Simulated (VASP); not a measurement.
A run of VASP 6.6.1:

INCAR

```
  PREC = Accurate
  ENCUT = 520
  EDIFF = 1E-7
  ISMEAR = -1
  SIGMA = 0.05
  LREAL = False
  LASPH = True
  NELM = 80
  ALGO = Normal
  ISIF = 2
  LWAVE = False
  LCHARG = False
  GGA = CA
  NBANDS = 22
```

Contents of KPOINTS:

```
regular mesh
0
Gamma
  7 7 4
```

File POSCAR:

```
Cl
1.0
    3.0930185591     -1.8568509055      0.0000000000
    3.0930185591      1.8568509055      0.0000000000
    0.0000000000      0.0000000000      7.7926849847
Cl
4
Direct
    0.3623534277      0.6376465723      0.3865078345
    0.1376465723      0.8623534277      0.8865078345
    0.6376465723      0.3623534277      0.6134921655
    0.8623534277      0.1376465723      0.1134921655
```

Potentials or basis: VASP PAW LDA potentials, release 64 (Cl).

The run is started by

```bash
$ cat potpaw_LDA.64/Cl/POTCAR > POTCAR
$ mpirun -np 1 vasp_std > vasp.out
```

Hardware: 1 thread of Intel(R) Xeon(R) 6975P-C (Granite Rapids), on a shared host.

Question: Estimate the wall time of this run.

Answer: Wall time 35 s on 1 thread of Intel(R) Xeon(R) 6975P-C (Granite Rapids), on a shared host, peak memory 0.19 GiB. Counts: scf iterations 14, k points 48.
